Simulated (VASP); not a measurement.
# YN (m.bgw): single point with PBE

YN (m.bgw):

```xyz
2
Lattice="0.0000 2.4530 2.4530 2.4530 0.0000 2.4530 2.4530 2.4530 0.0000" Properties=species:S:1:pos:R:3 pbc="T T T"
Y     0.0000    0.0000    0.0000
N     2.4530    2.4530    2.4530
```

```yaml
Program: VASP 6.6.1
Task: single point
Functional: PBE
Potentials_or_basis: VASP PAW PBE potentials, release 64 (Y_sv, N)
Cutoff: 600 eV
k_mesh: 6 × 6 × 6
Occupations: gaussian, width 0.01 eV
Spin: no spin polarisation
```

| Property | Result |
| --- | --- |
| Pressure | -0.1 GPa |
| Band gap on the k mesh | 0.19 eV, indirect (least direct gap 0.59 eV) |

Levels at points of the mesh, in eV from the valence-band top:
| k point | band 5 | band 6 | band 7 | band 8 | band 9 | band 10 | band 11 | band 12 |
| --- | --- | --- | --- | --- | --- | --- | --- | --- |
| (0.00, 0.00, 0.00) | -12.89 | 0.00 | 0.00 | 0.00 | 3.11 | 3.11 | 3.11 | 4.05 |
| (0.50, 0.00, 0.00) | -11.17 | -4.06 | -2.22 | -2.22 | 5.64 | 6.29 | 6.29 | 6.66 |
| (0.50, 0.50, 0.00) | -12.45 | -1.52 | -0.40 | -0.40 | 0.19 | 6.77 | 7.10 | 7.81 |

It used 25 s of CPU time on 1 thread of AMD EPYC 7R13 Processor (Zen 3), with other jobs on the host.

A k mesh can miss the band edges.
